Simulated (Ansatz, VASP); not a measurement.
## Two plane-wave programs on Ru

```
CELL_PARAMETERS angstrom
-1.50991 1.50991 1.50991
1.50991 -1.50991 1.50991
1.50991 1.50991 -1.50991
ATOMIC_POSITIONS crystal
Ru 0.00000 0.00000 0.00000
```

Alike in both runs: functional PBEsol; k mesh 19 × 19 × 19; occupations fermi-dirac, width 0.1 eV; no spin polarisation.

Ansatz relaxed the structure, and its values are those at the end. VASP's run is a single point on that final structure, the one shown.

```csv
,VASP,Ansatz
version,VASP 6.6.1,Ansatz 0.2.0
potentials or method,"VASP PAW PBE potentials, release 64 (Ru_pv)","PAW with Ansatz's default frozen-core files, scalar-relativistic"
plane-wave cutoff (eV),520,420
valence electrons in the cell,14,16
```

|  | VASP | Ansatz | Ansatz less VASP |
| --- | --- | --- | --- |
| pressure (GPa) | -0.1 | 0.0 | +0.07 |

VASP's potentials were made for PBE, not for PBEsol. VASP's potentials hold 14 valence electrons a cell and Ansatz's 16, so a difference there can come from the potentials and not from the codes.
